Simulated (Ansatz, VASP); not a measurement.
# Ca7MoO8: VASP beside Ansatz

File INCAR:

```
  ALGO = Normal
  EDIFF = 1E-6
  ENCUT = 520
  GGA = PS
  ISIF = 2
  ISMEAR = 0
  ISPIN = 2
  LASPH = True
  LCHARG = True
  LDAU = True
  LDAUJ = 0 0 0
  LDAUL = 2 -1 -1
  LDAUPRINT = 1
  LDAUTYPE = 2
  LDAUU = 2 0 0
  LELF = True
  LMAXMIX = 4
  LORBIT = 11
  LREAL = Auto
  LVHAR = True
  LWAVE = False
  MAGMOM = 1.36 0 0 0 0 0 0 0 0 0.02 0.02 0.02 0.02 0.02 0.02 0
  NBANDS = 84
  NELM = 150
  PREC = Accurate
  SIGMA = 0.05
```

The input KPOINTS:

```
k-points
0
Gamma
  3 3 3
```

Contents of POSCAR:

```
Ca7MoO8
1.0
    0.0000000000      4.8150000000      4.8150000000
    4.8150000000      0.0000000000      4.8150000000
    4.8150000000      4.8150000000      0.0000000000
Mo Ca O
1 7 8
Direct
    0.0000000000      0.0000000000      1.0000000000
    0.0000000000      0.0000000000      0.5000000000
    0.0000000000      0.5000000000      0.0000000000
    0.0000000000      0.5000000000      0.5000000000
    0.5000000000      0.0000000000      0.0000000000
    0.5000000000      0.0000000000      0.5000000000
    0.5000000000      0.5000000000      0.0000000000
    0.5000000000      0.5000000000      0.5000000000
    0.2500000000      0.2500000000      0.2500000000
    0.2420323557      0.2420323557      0.7579676443
    0.2420323557      0.7579676443      0.2420323557
    0.2420323557      0.7579676443      0.7579676443
    0.7579676443      0.2420323557      0.2420323557
    0.7579676443      0.2420323557      0.7579676443
    0.7579676443      0.7579676443      0.2420323557
    0.7500000000      0.7500000000      0.7500000000
```

Input for Ansatz:

```yaml
crystal:
  lattice:
    - [0.0, 4.815, 4.815]
    - [4.815, 0.0, 4.815]
    - [4.815, 4.815, 0.0]
  atoms:
    - { symbol: Mo, position: [0.0, 0.0, 1.0], spin: 4.0 }
    - { symbol: Ca, position: [0.0, 0.0, 0.5] }
    - { symbol: Ca, position: [0.0, 0.5, 0.0] }
    - { symbol: Ca, position: [0.0, 0.5, 0.5] }
    - { symbol: Ca, position: [0.5, 0.0, 0.0] }
    - { symbol: Ca, position: [0.5, 0.0, 0.5] }
    - { symbol: Ca, position: [0.5, 0.5, 0.0] }
    - { symbol: Ca, position: [0.5, 0.5, 0.5] }
    - { symbol: O, position: [0.25, 0.25, 0.25] }
    - { symbol: O, position: [0.2420323557, 0.2420323557, 0.7579676443] }
    - { symbol: O, position: [0.2420323557, 0.7579676443, 0.2420323557] }
    - { symbol: O, position: [0.2420323557, 0.7579676443, 0.7579676443] }
    - { symbol: O, position: [0.7579676443, 0.2420323557, 0.2420323557] }
    - { symbol: O, position: [0.7579676443, 0.2420323557, 0.7579676443] }
    - { symbol: O, position: [0.7579676443, 0.7579676443, 0.2420323557] }
    - { symbol: O, position: [0.75, 0.75, 0.75] }
basis:
  ecutwfc: 420
  ecutrho_ratio: 4
kpoints:
  mp_grid: { grid: [3, 3, 3] }
hamiltonian:
  xc: pbesol
  hubbard:
    sites:
      - { site: 0, l: d, u_eff: 2.0, starting_ns: [{ spin: up, occupation_matrix: s0up }, { spin: down, occupation_matrix: s0down }] }
    occupation_matrices:
      s0up:
        matrix:
          - [0.90591, 0.0, 0.14296, 0.12324, 0.14542]
          - [0.0, 0.97, 0.0, 0.0, 0.0]
          - [0.14296, 0.0, 0.65109, -0.27492, -0.32441]
          - [0.12324, 0.0, -0.27492, 0.733, -0.27966]
          - [0.14542, 0.0, -0.32441, -0.27966, 0.64]
      s0down:
        matrix:
          - [0.02, 0.0, 0.0, 0.0, 0.0]
          - [0.0, 0.02, 0.0, 0.0, 0.0]
          - [0.0, 0.0, 0.02, 0.0, 0.0]
          - [0.0, 0.0, 0.0, 0.02, 0.0]
          - [0.0, 0.0, 0.0, 0.0, 0.02]
    ns_hold: { iters: 12 }
scf:
  occupations: { method: gaussian, width: 0.05 }
  lower_state_search: "off"
  max_iter: 150
output:
  forces: true
  stress: true
  eigenvalues: true
  populations: true
  hubbard: { sites: [{ site: 0, l: d }] }
magnetization:
  spin_polarized: true
```

Alike in both runs: task single point; functional PBEsol; k mesh 3 × 3 × 3; occupations gaussian, width 0.05 eV; collinear spin; Hubbard terms Mo d U = 2.0 eV.

```csv
,VASP,Ansatz
version,VASP 6.6.1,Ansatz 0.2.0
potentials or method,"VASP PAW PBE potentials, release 64 (Mo_sv, Ca_sv, O), cutoff 520 eV","scalar-relativistic, plane waves, PAW"
valence electrons in the cell,132,132
```

|  | VASP | Ansatz | Ansatz less VASP |
| --- | --- | --- | --- |
| pressure (GPa) | -7.9 | -7.8 | +0.05 |
| rms of the force components (eV/Å) | 0.005 | 0.118 | +0.1131 |
| net moment per atom (μB) | 0.13 | 0.12 | 0.000 |
| size of the moment on the site where the two differ most (μB) | 1.92 | 1.24 | -0.683 |

VASP's potentials were made for PBE, not for PBEsol. Site moments also hang on the region over which each program counts them. The programs project onto different local orbitals, so the same U acts differently, and such runs can settle in different states. Atom by atom the forces differ by 0.123 eV/Å (rms over components). Ansatz's warnings: specified occupation not kept, symmetry narrowed by occupation matrices.

The k mesh is coarse, so the values compare programs but aren't converged.
